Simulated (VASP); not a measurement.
Set up this calculation in VASP 6.6.1, as the native input.

| Property | Result |
| --- | --- |
| Task | single point |
| Functional | PBE |
| Dispersion | D3(BJ) |
| Potentials or basis | VASP PAW PBE potentials, release 64 (O, H, C) |
| Cutoff | 520 eV |
| k mesh | 1 × 1 × 1 |
| Occupations | fermi-dirac, width 0.02 eV |
| Spin | no spin polarisation |
| Dipole correction | no |
| Further INCAR settings | LREAL = Auto; ALGO = Normal; EDIFF = 1e-06; NBANDS = 69 |

The structure of H22CO11 lies in POSCAR:

```
H22CO11
1.0
    7.1203670000      0.0000000000      0.0000000000
    0.0000000000      7.1203670000      0.0000000000
    0.0000000000      0.0000000000      7.1203670000
O H C
11 22 1
Direct
    0.3822555776      0.2141462652      0.4949885308
    0.1497254285      0.5122769655      0.2915439611
    0.5190041468      1.0310142722      0.9846683464
    0.8687052226      0.7024076147      0.9815505296
    0.6707519430      0.4780792900      0.2146799456
    0.3701213716      0.3795169547      0.8627926061
    0.2426419874      0.8777918329      0.3479034157
    0.7774880143      0.9106553075      0.7008487063
    0.7408747330      0.9275505041      0.2465743690
    0.2876818007      0.7437959307      0.7636404135
   -0.0105893418      0.1948214186      0.6121032806
    0.2989452650      0.2227413278      0.5990562003
    0.3111496921      0.1097836670      0.4237422032
    0.0759230528      0.4004287981      0.2497904953
    0.2411252117      0.4577994365      0.3819466047
    0.5074457538      1.1280176991      0.8792524318
    0.6311893755      0.9739526067      0.9446563639
    0.8475546275      0.7330942352      0.8469226376
    1.0109029492      0.7360575656      0.9928842151
    0.5639175621      0.4256100844      0.2801681430
    0.7225048934      0.5582156088      0.2966139245
    0.3971003180      0.5079092131      0.8977908021
    0.3102508621      0.3339715495      0.9866204930
    0.3769187740      0.8438469534      0.3180875368
    0.1965488577      0.7434167368      0.3248989834
    0.8437907765      1.0313513334      0.7188955288
    0.7715473093      0.9114839165      0.5636788104
    0.6448122688      1.0088805816      0.1935855273
    0.7429673218      0.8236654094      0.1590929232
    0.3120485222      0.8352238024      0.8590568436
    0.2338503057      0.8258141750      0.6666791192
    0.0447027520      0.4449489752      0.7399899471
   -0.2199886607      0.3492095281      0.7194994303
   -0.0623563364      0.3487460688      0.6870291939
```

These files were run (other wordings do the same):

INCAR

```
SYSTEM = H22CO11
PREC = Accurate
ENCUT = 520
EDIFF = 1E-6
ISMEAR = -1
SIGMA = 0.02
LREAL = Auto
LASPH = .True.
NELM = 120
ALGO = Normal
ISIF = 2
LWAVE = .False.
LCHARG = .True.
GGA = PE
IVDW = 12
LELF = .True.
LVHAR = .True.
NBANDS = 69
GGA_COMPAT = .False.
```

KPOINTS

```
Automatic mesh
0
Gamma
  1 1 1
  0 0 0
```

Potentials or basis: VASP PAW PBE potentials, release 64 (O, H, C).

Command:

```sh
$ cat potpaw_PBE.64/O/POTCAR potpaw_PBE.64/H/POTCAR potpaw_PBE.64/C/POTCAR > POTCAR
$ mpirun -np 1 vasp_gam > vasp.out
```

Results of the run:

* Pressure: -0.1 GPa
* Largest force: 5.064 eV/Å
* Band gap on the k mesh: 2.78 eV
* Dispersion energy per atom: -0.034 eV

Caveat: the k points lie up to 0.88 Å⁻¹ apart.

It took 100 s on 1 thread of AMD EPYC 7R13 (shared host), peak memory 0.33 GiB.
